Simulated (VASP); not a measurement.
# Hf (I4/mmm) in VASP: a series of runs, part 2 of 2

VASP 6.6.1. The steps go on from the part before.

## 3. Single point, PBE (zz strain of +2 %)

Contents of INCAR:

```
SYSTEM = Hf
PREC = Accurate
ENCUT = 520
EDIFF = 1E-6
ISMEAR = -1
SIGMA = 0.03
LREAL = .FALSE.
LASPH = .TRUE.
NELM = 80
ALGO = Normal
ISIF = 2
LWAVE = .FALSE.
LCHARG = .FALSE.
GGA = PE
NBANDS = 11
```

Contents of KPOINTS:

```
regular mesh
0
G
  13 13 13
  0 0 0
```

Contents of POSCAR:

```
Hf
1.0
    0.0000000000      2.2200000000      2.2644000000
    2.2200000000      0.0000000000      2.2644000000
    2.2200000000      2.2200000000      0.0000000000
Hf
1
Direct
    0.0000000000      0.0000000000      0.0000000000
```

Potentials or basis: VASP PAW PBE potentials, release 64 (Hf_pv).

The run is started by

```console
> cat potpaw_PBE.64/Hf_pv/POTCAR > POTCAR
> mpirun -np 1 vasp_std > vasp.out
```

OUTCAR:

```text
SYSTEM = Hf
   PREC = Accurate
   ENCUT = 520
   EDIFF = 1E-6
   ISMEAR = -1
   LREAL = .FALSE.
   LASPH = .TRUE.
   NELM = 80
   ISIF = 2
   GGA = PE

 ion  position               nearest neighbor table
   1  0.000  0.000  0.000-

  LATTYP: Found a body centered tetragonal cell.
 ALAT       =     3.1395541085
 C/A-ratio  =     1.4424978336

  Lattice vectors:

 A1 = (  -2.2200000000,   0.0000000000,   2.2644000000)
 A2 = (   2.2200000000,   0.0000000000,   2.2644000000)
 A3 = (   0.0000000000,   2.2200000000,  -2.2644000000)

Analysis of symmetry for initial positions (statically):
=====================================================================
 Subroutine PRICEL returns:
 Original cell was already a primitive cell.

 Routine SETGRP: Setting up the symmetry group for a
 body centered tetragonal supercell.

 Subroutine GETGRP returns: Found 16 space group operations
 (whereof 16 operations were pure point group operations)
 out of a pool of 16 trial point group operations.

The static configuration has the point symmetry D_4h.

Analysis of symmetry for dynamics (positions and initial velocities):
=====================================================================
[... 161 lines left out ...]
 fundamental gap:      0.0080949903
 Fermi energy:         4.7473995932

 k-point     1 :       0.0000    0.0000    0.0000
  band No.  band energies     occupation
      1     -25.2492      2.00000
      2     -25.2480      2.00000
      3     -25.2480      2.00000
      4      -2.4615      2.00000
      5       6.0118      0.00000
      6       6.2413      0.00000
      7       6.2413      0.00000
      8       8.7880      0.00000
      9       9.1255      0.00000
     10      16.0854      0.00000
     11      17.8336      0.00000
[... 309 lines left out ...]
 k-point    24 :       0.4615    0.1538    0.0000
  band No.  band energies     occupation
      1     -25.9575      2.00000
      2     -25.4570      2.00000
      3     -25.3873      2.00000
      4       1.5760      2.00000
      5       4.2962      2.00000
      6       5.3303      0.00000
      7       6.8605      0.00000
      8      10.7956      0.00000
      9      11.1157      0.00000
     10      14.2894      0.00000
     11      17.6055      0.00000

 [... further k-points ...]
[... 5 lines left out ...]
  --------------------------------------------------------------------------------------
  -------------------------------------------------------------------------------------
  Total        0.1350533      0.1350533     -0.0224592      0.0000000     -0.0000000      0.0000000
  in kB        9.6945301      9.6945301     -1.6121886      0.0000000     -0.0000000      0.0000000
  external PRESSURE =       5.9256239 kB  Pullay stress =       0.0000000 kB

 VOLUME and BASIS-vectors are now :
 -----------------------------------------------------------------------------
  energy-cutoff  :      520.00
  volume of cell :       22.32
      direct lattice vectors                 reciprocal lattice vectors
     0.000000000  2.220000000  2.264400000    -0.225225225  0.225225225  0.220809044
     2.220000000  0.000000000  2.264400000     0.225225225 -0.225225225  0.220809044
     2.220000000  2.220000000  0.000000000     0.225225225  0.225225225 -0.220809044

 POSITION                                       TOTAL-FORCE (eV/Angst)
 -----------------------------------------------------------------------------------
      0.00000      0.00000      0.00000         0.000000      0.000000      0.000000
 -----------------------------------------------------------------------------------
    total drift:                                0.000000      0.000000     -0.000000

  FREE ENERGIE OF THE ION-ELECTRON SYSTEM (eV)
  ---------------------------------------------------
  free  energy   TOTEN  =        -9.8543647007 eV

  energy  without entropy=       -9.8500069615  energy(sigma->0) =       -9.85218583
```

Run time: 40 s. Hardware: 1 thread of Intel Xeon 8259CL, shared host; peak memory 0.17 GiB.

Results:

| Quantity | Value |
| --- | --- |
| Free energy | -9.8544 eV |
| Pressure | 0.6 GPa |
| Band gap on the k mesh | zero (band 5 reaches 6.01 eV, above the bottom of band 6 at 4.13 eV) |

Caveat: the cell differs from its parent crystal (zz strain of +2 %); spin-orbit coupling is left out, which moves the levels of the heavy elements.

## 4. Single point, PBE (zz strain of +3 %)

Contents of INCAR:

```
SYSTEM = Hf
  PREC = Accurate
  ENCUT = 520
  EDIFF = 1E-6
  ISMEAR = -1
  SIGMA = 0.03
  LREAL = .FALSE.
  LASPH = .TRUE.
  NELM = 100
  ALGO = Normal
  ISIF = 2
  LWAVE = .FALSE.
  LCHARG = .FALSE.
  GGA = PE
  NBANDS = 11
```

Contents of KPOINTS:

```
Automatic mesh
0
G
  13 13 13
  0 0 0
```

Contents of POSCAR:

```
Hf
1.0
    0.0000000000      2.2200000000      2.2866000000
    2.2200000000      0.0000000000      2.2866000000
    2.2200000000      2.2200000000      0.0000000000
Hf
1
Direct
    0.0000000000      0.0000000000      0.0000000000
```

The run is started by

```console
> cat potpaw_PBE.64/Hf_pv/POTCAR > POTCAR
> mpirun -np 1 vasp_std > vasp.out
```

Wall time 42 s (1 thread of Intel Xeon 8259CL, shared host); peak memory 0.18 GiB.

The run converged. Its results:

- Free energy: -9.8531 eV
- Pressure: -0.5 GPa
- Band gap on the k mesh: zero (band 5 reaches 5.87 eV, above the bottom of band 6 at 4.03 eV)

Stress tensor (GPa, compression positive):
```
 0.17  0.00  0.00
 0.00  0.17  0.00
 0.00  0.00 -1.71
```

Levels at points of the mesh, in eV from the Fermi level:
```tsv
k point	band 1	band 2	band 3	band 4	band 5	band 6	band 7	band 8	band 9	band 10
(0.00, 0.00, 0.00)	-30.04	-30.04	-30.04	-7.18	1.18	1.52	1.52	3.91	4.41	11.31
```

Caveat: the cell differs from its parent crystal (zz strain of +3 %); spin-orbit coupling is left out, which moves the levels of the heavy elements.

## 5. Single point, PBE (equal xx and yy strain of +2 %)

Contents of INCAR:

```
SYSTEM = Hf
PREC = Accurate ; ENCUT = 520
EDIFF = 1E-7 ; ISMEAR = -1
SIGMA = 0.03 ; LREAL = .FALSE.
LASPH = .TRUE. ; NELM = 100
ALGO = Normal ; ISIF = 2
LWAVE = .FALSE. ; LCHARG = .FALSE.
GGA = PE ; NBANDS = 11
```

Contents of KPOINTS:

```
regular mesh
0
G
  13 13 13
  0 0 0
```

Contents of POSCAR:

```
Hf
1.0
    0.0000000000      2.2644000000      2.2200000000
    2.2644000000      0.0000000000      2.2200000000
    2.2644000000      2.2644000000      0.0000000000
Hf
1
Direct
    0.0000000000      0.0000000000      0.0000000000
```

The run is started by

```console
> cat potpaw_PBE.64/Hf_pv/POTCAR > POTCAR
> mpirun -np 1 vasp_std > vasp.out
```

Wall time 37 s (1 thread of Intel Xeon 8259CL, shared host); peak memory 0.18 GiB.

Results (log left out):

```
Free energy            : -9.8537 eV
Pressure               : -1.5 GPa
Band gap on the k mesh : zero (band 5 reaches 5.95 eV, above the bottom of band 6 at 4.03 eV)
```

Stress tensor (GPa, compression positive):
```
-1.64  0.00  0.00
 0.00 -1.64  0.00
 0.00  0.00 -1.12
```

Levels at points of the mesh, in eV from the Fermi level:
| k point | band 2 | band 3 | band 4 | band 5 | band 6 | band 7 | band 8 | band 9 |
| --- | --- | --- | --- | --- | --- | --- | --- | --- |
| (0.00, 0.00, 0.00) | -30.07 | -30.07 | -7.14 | 1.34 | 1.34 | 1.56 | 3.97 | 4.29 |

Caveat: the cell differs from its parent crystal (equal xx and yy strain of +2 %); spin-orbit coupling is left out, which moves the levels of the heavy elements.

## 6. The runs side by side

```csv
cell,gap on the mesh (eV),pressure (GPa)
"a = 3.155, b = 3.155, c = 3.140 Å, angles 60.2, 60.2, 59.7°, 1 atom",none,1.7
"a = 3.171, b = 3.171, c = 3.140 Å, angles 60.3, 60.3, 59.3°, 1 atom",none,0.6
"a = 3.187, b = 3.187, c = 3.140 Å, angles 60.5, 60.5, 59.0°, 1 atom",none,-0.5
"a = 3.171, b = 3.171, c = 3.202 Å, angles 59.7, 59.7, 60.7°, 1 atom",none,-1.5
```

Alike in all rows: task single point; level PBE; potentials or basis VASP PAW PBE potentials, release 64 (Hf_pv); no spin polarisation; k mesh 13 × 13 × 13; cutoff (eV) 520; smearing fermi-dirac 0.03 eV.

Caveats: spin-orbit coupling is left out, which moves the levels of the heavy elements.

Total energies depend on the potentials used, so only differences within one code and one set of settings carry meaning.
